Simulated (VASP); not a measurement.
# Ba2Te2H: single point with PBE

Crystal: Ba2Te2H.

```
CELL_PARAMETERS angstrom
6.23393 0.00000 0.00000
0.00000 6.23393 0.00000
0.00000 0.00000 5.09321
ATOMIC_POSITIONS crystal
Ba 0.50000 0.00000 0.77286
Ba 0.00000 0.50000 0.22714
Te 0.00000 0.00000 0.50000
Te 0.50000 0.50000 0.00000
H 0.00000 0.00000 0.00000
```

This cell differs from its parent crystal: atoms taken out.

```yaml
Program: VASP 6.6.1
Task: single point
Functional: PBE
Potentials_or_basis: VASP PAW PBE potentials, release 64 (Ba_sv, Te, H)
Cutoff: 520 eV
k_mesh: 4 × 4 × 4
Occupations: gaussian, width 0.1 eV
Spin: no spin polarisation
```

```yaml
Pressure: 0.4 GPa
Largest_force: 0.010 eV/Å
Band_gap_on_the_k_mesh: zero (an odd number of electrons rules out a gap without spin polarisation)
```

Forces on the atoms (eV/Å):
```
Ba   0.000  0.000 -0.010
Ba   0.000  0.000  0.010
Te   0.000  0.000  0.000
Te   0.000  0.000  0.000
H    0.000  0.000  0.000
```

Stress tensor (GPa, compression positive):
```
0.34 0.00 0.00
0.00 0.34 0.00
0.00 0.00 0.48
```

Levels at points of the mesh, in eV from the Fermi level:
```tsv
k point	band 14	band 15	band 16	band 17	band 18	band 19
(0.00, 0.00, 0.00)	-2.49	-2.23	-2.23	-2.07	0.46	0.66
(0.50, 0.00, 0.00)	-2.57	-2.43	-2.20	-1.92	0.95	0.95
(0.50, 0.50, 0.00)	-2.47	-2.47	-2.10	-1.60	0.98	0.98
(0.00, 0.00, 0.50)	-2.72	-2.43	-2.43	1.56	1.89	1.97
(0.50, 0.00, 0.50)	-2.71	-2.55	-2.37	1.51	1.56	1.65
(0.50, 0.50, 0.50)	-2.76	-2.76	-2.56	1.09	1.09	1.32
```

Run time: 51 s on 1 thread of AMD EPYC 9R45 96-Core Processor (Zen 5), on a shared host, peak memory 0.3 GiB.

Caveat: the cell differs from its parent crystal (atoms taken out); spin-orbit coupling is left out, which moves the levels of the heavy elements.
